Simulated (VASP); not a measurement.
# CaSe (I-4m2) in VASP: further runs

Runs on CaSe. Level: LDA. Tasks: single point.

Everything below comes from runs of VASP 6.6.1. Logs are shortened: lines on timing, memory, paths and dates and some standing lists are left out, and cuts for length are marked.

## 1. The cell of the first run

It takes space group I-4m2 (No. 119, tetragonal). The conventional cell has a = 4.527 Å, b = 4.527 Å, c = 6.699 Å, α = 90.00°, β = 90.00°, γ = 90.00°. Ca (site symmetry -4m2) has 4 Se at 2.82 Å within 3.7 Å. Within 3.7 Å of Se (site symmetry -4m2) lie 4 Ca at 2.82 Å.

## 2. Single point, LDA (strain -0.030 along x and y, +0.015 along z)

INCAR

```
SYSTEM = CaSe
PREC     = Accurate       ! precision mode
ENCUT    = 520            ! plane-wave cutoff, eV
EDIFF    = 1E-6           ! SCF threshold, eV
ISMEAR   = 0              ! smearing method
SIGMA    = 0.05           ! smearing width, eV
LREAL    = .False.        ! projectors in reciprocal space
LASPH    = .True.         ! aspherical terms in the spheres
NELM     = 100            ! most SCF steps
ALGO     = Normal         ! electronic algorithm
ISIF     = 2              ! what is computed and relaxed
LWAVE    = .False.        ! write WAVECAR
LCHARG   = .True.         ! write CHGCAR
LELF     = .True.         ! ELF
LVHAR    = .True.       
NBANDS   = 15             ! bands
```

KPOINTS

```
regular mesh
0
Gamma
  6 6 6
  0 0 0
```

POSCAR

```
CaSe
1.0
    0.0000000000      3.2010000000      3.3495000000
    3.2010000000      0.0000000000      3.3495000000
    3.2010000000      3.2010000000      0.0000000000
Ca Se
1 1
Direct
    0.0000000000      0.0000000000      0.0000000000
    0.7500000000      0.7500000000      0.7500000000
```

Potentials or basis: VASP PAW LDA potentials, release 64 (Ca_sv, Se).

Command:

```bash
> cat potpaw_LDA.64/Ca_sv/POTCAR potpaw_LDA.64/Se/POTCAR > POTCAR
> mpirun -np 1 vasp_std > vasp.out
```

OUTCAR:

```text
SYSTEM = CaSe
   PREC = Accurate
   ENCUT = 520
   EDIFF = 1E-6
   ISMEAR = 0
   LREAL = .False.
   LASPH = .True.
   NELM = 100
   ISIF = 2

 ion  position               nearest neighbor table
   1  0.000  0.000  0.000-   2 2.82   2 2.82   2 2.82   2 2.82
   2  0.750  0.750  0.750-   1 2.82   1 2.82   1 2.82   1 2.82

  LATTYP: Found a body centered tetragonal cell.
 ALAT       =     4.5268976132
 C/A-ratio  =     1.4798214081

  Lattice vectors:

 A1 = (  -3.2010000000,   0.0000000000,   3.3495000000)
 A2 = (   3.2010000000,   0.0000000000,   3.3495000000)
 A3 = (   0.0000000000,   3.2010000000,  -3.3495000000)

Analysis of symmetry for initial positions (statically):
=====================================================================
 Subroutine PRICEL returns:
 Original cell was already a primitive cell.

 Routine SETGRP: Setting up the symmetry group for a
 body centered tetragonal supercell.

 Subroutine GETGRP returns: Found  8 space group operations
 (whereof  8 operations were pure point group operations)
 out of a pool of 16 trial point group operations.

The static configuration has the point symmetry D_2d.

Analysis of symmetry for dynamics (positions and initial velocities):
=====================================================================
 Subroutine PRICEL returns:
 Original cell was already a primitive cell.

 Routine SETGRP: Setting up the symmetry group for a
 body centered tetragonal supercell.

 Subroutine GETGRP returns: Found  8 space group operations
 (whereof  8 operations were pure point group operations)
 out of a pool of 16 trial point group operations.

The dynamic configuration has the point symmetry D_2d.

 Subroutine INISYM returns: Found  8 space group operations
 (whereof  8 operations are pure point group operations),
 and found     1 'primitive' translations

----------------------------------------------------------------------------------------

                                     Primitive cell

  volume of cell :      68.6406

  direct lattice vectors                    reciprocal lattice vectors
     0.000000000  3.201000000  3.349500000    -0.156201187  0.156201187  0.149276011
     3.201000000  0.000000000  3.349500000     0.156201187 -0.156201187  0.149276011
     3.201000000  3.201000000  0.000000000     0.156201187  0.156201187 -0.149276011

  length of vectors
     4.633093054  4.633093054  4.526897613     0.266610107  0.266610107  0.266610107

  position of ions in fractional coordinates (direct lattice)
     0.000000000  0.000000000  0.000000000
     0.750000000  0.750000000  0.750000000

  ion indices of the primitive-cell ions
   primitive index   ion index
                 1           1
                 2           2

----------------------------------------------------------------------------------------

 KPOINTS: regular mesh

Automatic generation of k-mesh.
 Grid dimensions read from file:
 generate k-points for:    6    6    6

 Generating k-lattice:

  Cartesian coordinates                     Fractional coordinates (reciprocal lattice)
    -0.026033531  0.026033531  0.024879335     0.166666667  0.000000000  0.000000000
     0.026033531 -0.026033531  0.024879335     0.000000000  0.166666667  0.000000000
     0.026033531  0.026033531 -0.024879335     0.000000000  0.000000000  0.166666667

  Length of vectors
     0.044435018  0.044435018  0.044435018

  Shift w.r.t. Gamma in fractional coordinates (k-lattice)
     0.000000000  0.000000000  0.000000000

 Subroutine IBZKPT returns following result:
 ===========================================

 Found     30 irreducible k-points:

 Following reciprocal coordinates:
            Coordinates               Weight
  0.000000  0.000000  0.000000      1.000000
  0.166667  0.000000  0.000000      8.000000
  0.333333  0.000000  0.000000      8.000000
  0.500000  0.000000  0.000000      4.000000
  0.166667  0.166667  0.000000      2.000000
  0.333333  0.166667  0.000000      8.000000
[... 16 lines left out ...]
  0.333333  0.000000  0.333333      4.000000
  0.500000 -0.000000  0.333333     16.000000
 [... further k-points ...]
   k-points           NKPTS =     30   k-points in BZ     NKDIM =     30   number of bands    NBANDS=     15
   number of dos      NEDOS =    301   number of ions     NIONS =      2
   total plane-waves  NPLWV =  46656
   dimension x,y,z NGX =    36 NGY =   36 NGZ =   36
   dimension x,y,z NGXF=    72 NGYF=   72 NGZF=   72
   ions per type =               1   1
   NGX,Y,Z   is equivalent  to a cutoff of  12.92, 12.92, 13.22 a.u.
   NGXF,Y,Z  is equivalent  to a cutoff of  25.84, 25.84, 26.44 a.u.
 SYSTEM =  CaSe
   PREC   = accura    normal or accurate (medium, high low for compatibility)
   ISTART =      0    job   : 0-new  1-cont  2-samecut
   ICHARG =      2    charge: 1-file 2-atom 10-const
   ISPIN  =      1    spin polarized calculation?
   LNONCOLLINEAR =      F non collinear calculations
   LSORBIT =      F    spin-orbit coupling
   LASPH  =      T    aspherical Exc in radial PAW
   ENCUT  =  520.0 eV  38.22 Ry    6.18 a.u.   8.61  8.61  8.42*2*pi/ulx,y,z
   NELM   =    100;   NELMIN=  2; NELMDL= -5     # of ELM steps
   EDIFF  = 0.1E-05   stopping-criterion for ELM
   LREAL  =      F    real-space projection
   EDIFFG = 0.1E-04   stopping-criterion for IOM
   NSW    =      0    number of steps for IOM
   IBRION =     -1    ionic relax: 0-MD 1-quasi-New 2-CG
   NFREE  =      0    steps in history (QN), initial steepest desc. (CG)
   ISIF   =      2    stress and relaxation
   ISYM   =      2    0-nonsym 1-usesym 2-fastsym
   POTIM  = 0.5000    time-step for ionic-motion
   TEBEG  =    0.0;   TEEND  =   0.0 temperature during run
   PSTRESS=    0.0 pullay stress
   NELECT =      16.0000    total number of electrons
   NUPDOWN=      -1.0000    fix difference up-down
   EMIN   =  10.00;   EMAX   =-10.00  energy-range for DOS
   EFERMI =   0.00;   METHOD = LEGACY
   ISMEAR =     0;   SIGMA  =   0.05  broadening in eV -4-tet -1-fermi 0-gaus
   EFERMI_NEDOS =   21; number of points for ismear=-14 and -15
   IALGO  =     38    algorithm
   IMIX   =      4    mixing-type and parameters
     AMIX     =   0.40;   BMIX     =  1.00
     AMIX_MAG =   1.60;   BMIX_MAG =  1.00
  volume/ion in A,a.u.               =      34.32       231.60
  Fermi-wavevector in a.u.,A,eV,Ry     =   1.007522  1.903940 13.811272  1.015100
  Thomas-Fermi vector in A             =   2.140332
   LORBIT       =      0    0 simple, 1 ext, 2 COOP (PROOUT), +10 PAW based schemes
   GGA     = CA    functional components
   LHFCALC =     F    Hartree Fock is set to
   AEXX    =    0.0000 exact exchange contribution
   IVDW    =     0    specifies the selected vdW correction
   LEPSILON=     F    determine dielectric tensor
   LRPA    =     F    only Hartree local field effects (RPA)
 non-spin polarized calculation
 Gauss-broadening in eV      SIGMA  =   0.05
  energy-cutoff  :      520.00
  volume of cell :       68.64
 maximum number of plane-waves:      1861
 NGX is ok and might be reduce to    36
   NGX = 17   NGY = 17   NGZ = 17

 number of electron      16.0000002 magnetization

 Free energy of the ion-electron system (eV)
  ---------------------------------------------------
  ext. energy  EPLUGINS =         0.00000000
  ---------------------------------------------------
  free energy    TOTEN  =        -9.84992630 eV

  energy without entropy =       -9.84992630  energy(sigma->0) =       -9.84992630

 E-fermi :   0.0643     XC(G=0):  -8.1227

 val. band max:       -0.2711867710   @ k =  -0.3333   0.3333   0.0000
 cond. band min:       2.6744659124   @ k =   0.0000   0.0000   0.0000
 fundamental gap:      2.9456526834
 Fermi energy:         0.0643126447

 k-point     1 :       0.0000    0.0000    0.0000
  band No.  band energies     occupation
      1     -38.8245      2.00000
      2     -20.1466      2.00000
      3     -20.1466      2.00000
      4     -20.1364      2.00000
      5     -10.7451      2.00000
      6      -0.5018      2.00000
      7      -0.4395      2.00000
      8      -0.4395      2.00000
      9       2.6745      0.00000
     10       4.8276      0.00000
     11       5.0656      0.00000
     12       6.9214      0.00000
     13       7.1511      0.00000
     14       7.1511      0.00000
     15       8.6252      0.00000

 k-point     2 :       0.1667    0.0000    0.0000
  band No.  band energies     occupation
      1     -38.8239      2.00000
      2     -20.1586      2.00000
      3     -20.1479      2.00000
      4     -20.1401      2.00000
      5     -10.6742      2.00000
      6      -0.8981      2.00000
      7      -0.4649      2.00000
      8      -0.4008      2.00000
      9       3.4782      0.00000
     10       4.7330      0.00000
     11       4.9157      0.00000
     12       6.5584      0.00000
     13       7.0303      0.00000
     14       7.0976      0.00000
     15       8.0139      0.00000

 k-point     3 :       0.3333    0.0000    0.0000
  band No.  band energies     occupation
      1     -38.8227      2.00000
      2     -20.1854      2.00000
      3     -20.1507      2.00000
      4     -20.1447      2.00000
      5     -10.5310      2.00000
      6      -1.4486      2.00000
      7      -0.4455      2.00000
      8      -0.3309      2.00000
      9       4.5111      0.00000
     10       4.8271      0.00000
     11       4.8908      0.00000
     12       5.6799      0.00000
     13       6.5145      0.00000
     14       6.5203      0.00000
     15       7.7847      0.00000
[... 343 lines left out ...]
 k-point    23 :       0.3333    0.0000    0.3333
  band No.  band energies     occupation
      1     -38.8221      2.00000
      2     -20.1904      2.00000
      3     -20.1611      2.00000
      4     -20.1473      2.00000
      5     -10.4580      2.00000
      6      -1.4973      2.00000
      7      -0.4698      2.00000
      8      -0.4094      2.00000
      9       3.4205      0.00000
     10       5.1024      0.00000
     11       5.5286      0.00000
     12       5.9721      0.00000
     13       6.1619      0.00000
     14       6.4018      0.00000
     15       8.6023      0.00000

 k-point    24 :       0.5000   -0.0000    0.3333
  band No.  band energies     occupation
      1     -38.8215      2.00000
      2     -20.1989      2.00000
      3     -20.1655      2.00000
      4     -20.1511      2.00000
      5     -10.3871      2.00000
      6      -1.5048      2.00000
      7      -0.6211      2.00000
      8      -0.4138      2.00000
      9       3.2876      0.00000
     10       4.6413      0.00000
     11       5.4014      0.00000
     12       5.9725      0.00000
     13       6.1375      0.00000
     14       7.3789      0.00000
     15       8.7519      0.00000

 [... further k-points ...]
[... 5 lines left out ...]
  --------------------------------------------------------------------------------------
  -------------------------------------------------------------------------------------
  Total       -0.4776833     -0.4776833     -0.6205943      0.0000000      0.0000000      0.0000000
  in kB      -11.1498586    -11.1498586    -14.4856189      0.0000000      0.0000000      0.0000000
  external PRESSURE =     -12.2617787 kB  Pullay stress =       0.0000000 kB

 VOLUME and BASIS-vectors are now :
 -----------------------------------------------------------------------------
  energy-cutoff  :      520.00
  volume of cell :       68.64
      direct lattice vectors                 reciprocal lattice vectors
     0.000000000  3.201000000  3.349500000    -0.156201187  0.156201187  0.149276011
     3.201000000  0.000000000  3.349500000     0.156201187 -0.156201187  0.149276011
     3.201000000  3.201000000  0.000000000     0.156201187  0.156201187 -0.149276011

 POSITION                                       TOTAL-FORCE (eV/Angst)
 -----------------------------------------------------------------------------------
      0.00000      0.00000      0.00000         0.000000      0.000000     -0.000000
      4.80150      4.80150      5.02425        -0.000000     -0.000000      0.000000
 -----------------------------------------------------------------------------------
    total drift:                                0.000000      0.000000      0.000000

  FREE ENERGIE OF THE ION-ELECTRON SYSTEM (eV)
  ---------------------------------------------------
  free  energy   TOTEN  =        -9.8499262989 eV

  energy  without entropy=       -9.8499262989  energy(sigma->0) =       -9.84992630
```

It took 25 s on 1 thread of Intel Xeon 6975P-C (Granite Rapids), shared host; peak memory 0.18 GiB.

What came out:

* Free energy: -9.8499 eV
* Pressure: -1.2 GPa
* Band gap on the k mesh: 2.95 eV, indirect (least direct gap 3.11 eV)

Stress tensor (GPa, compression positive):
```
-1.11  0.00  0.00
 0.00 -1.11  0.00
 0.00  0.00 -1.45
```

Caveat: the cell differs from its parent crystal (strain -0.030 along x and y, +0.015 along z). A k mesh can miss the band edges.

## 3. Single point, LDA (strain -0.015 along x and y, +0.000 along z)

INCAR

```
SYSTEM = CaSe
PREC = Accurate ; ENCUT = 520
EDIFF = 1E-6 ; ISMEAR = 0
SIGMA = 0.05 ; LREAL = .FALSE.
LASPH = .TRUE. ; NELM = 80
ALGO = Normal ; ISIF = 2
LWAVE = .FALSE. ; LCHARG = .FALSE.
GGA = CA ; NBANDS = 15
```

KPOINTS

```
Automatic mesh
0
G
  6 6 6
  0 0 0
```

POSCAR

```
CaSe
1.0
    0.0000000000      3.2505000000      3.3000000000
    3.2505000000      0.0000000000      3.3000000000
    3.2505000000      3.2505000000      0.0000000000
Ca Se
1 1
Direct
    0.0000000000      0.0000000000      0.0000000000
    0.7500000000      0.7500000000      0.7500000000
```

Potentials or basis: VASP PAW LDA potentials, release 64 (Ca_sv, Se).

Command:

```bash
> cat potpaw_LDA.64/Ca_sv/POTCAR potpaw_LDA.64/Se/POTCAR > POTCAR
> mpirun -np 1 vasp_std > vasp.out
```

It took 26 s on 1 thread of Intel Xeon 6975P-C (Granite Rapids), shared host; peak memory 0.18 GiB.

The run converged. Its results:

| Quantity | Value |
| --- | --- |
| Free energy | -9.8420 eV |
| Pressure | -1.7 GPa |
| Band gap on the k mesh | 2.96 eV, indirect (least direct gap 3.08 eV) |

Stress tensor (GPa, compression positive):
```
-1.66  0.00  0.00
 0.00 -1.66  0.00
 0.00  0.00 -1.76
```

Levels at points of the mesh, in eV from the valence-band top:
```
           k point  band 4  band 5  band 6  band 7  band 8  band 9  band 10  band 11  band 12  band 13
(0.00, 0.00, 0.00)  -19.87  -10.40   -0.14   -0.12   -0.12    2.96     5.20     5.28     7.29     7.36
(0.50, 0.00, 0.00)  -19.88  -10.13   -1.30   -0.06   -0.02    4.92     5.35     5.37     5.65     6.27
(0.50, 0.50, 0.00)  -19.89  -10.04   -1.35   -0.02   -0.02    3.32     4.82     5.99     5.99     6.00
(0.50, 0.00, 0.50)  -19.88  -10.04   -1.32   -0.07   -0.06    3.34     4.82     5.99     6.00     6.01
```

Caveat: the cell differs from its parent crystal (strain -0.015 along x and y, +0.000 along z).
